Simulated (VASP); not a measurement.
Write the native input for VASP 6.6.1 that does the following.

| Property | Result |
| --- | --- |
| Task | single point |
| Functional | LDA |
| Potentials or basis | VASP PAW LDA potentials, release 64 (Al, Ru_pv) |
| Cutoff | 520 eV |
| k mesh | 10 × 10 × 10 |
| Occupations | gaussian, width 0.03 eV |
| Spin | no spin polarisation |
| Dipole correction | no |
| Further INCAR settings | ALGO = Fast; EDIFF = 1e-06; NBANDS = 29 |

The structure of Al2Ru lies in POSCAR:

```
Al2Ru
1.0
    0.0000000000      4.2273250831      4.6474173125
    2.2077615075      0.0000000000      4.6474173125
    2.2077615075      4.2273250831      0.0000000000
Al Ru
4 2
Direct
    0.0788992938      0.4211007062      0.0788992938
    0.4211007062      0.0788992938      0.4211007062
    0.1711007062      0.8288992938      0.1711007062
    0.8288992938      0.1711007062      0.8288992938
    0.7500000000      0.7500000000      0.7500000000
    0.5000000000      0.5000000000      0.5000000000
```

These files were run (other wordings do the same):

INCAR

```
PREC = Accurate ; ENCUT = 520
EDIFF = 1E-6 ; ISMEAR = 0
SIGMA = 0.03 ; LREAL = False
LASPH = True ; NELM = 60
ALGO = Fast ; ISIF = 2
LWAVE = False ; LCHARG = False
GGA = CA ; NBANDS = 29
```

KPOINTS

```
Automatic mesh
0
Gamma
  10 10 10
```

Potentials or basis: VASP PAW LDA potentials, release 64 (Al, Ru_pv).

Launch:

```sh
$ cat potpaw_LDA.64/Al/POTCAR potpaw_LDA.64/Ru_pv/POTCAR > POTCAR
$ mpirun -np 1 vasp_std > vasp.out
```

Results of the run:

- Pressure: -9.8 GPa
- Largest force: 0.418 eV/Å
- Band gap on the k mesh: zero (bands 20 and 21 overlap by 0.72 eV)

Caveat: the stress differs along the axes, from -21 to 8 GPa.

Run time: 8.9 min on 1 thread of Intel(R) Xeon(R) Platinum 8488C (Sapphire Rapids) (shared host), peak memory 0.45 GiB.
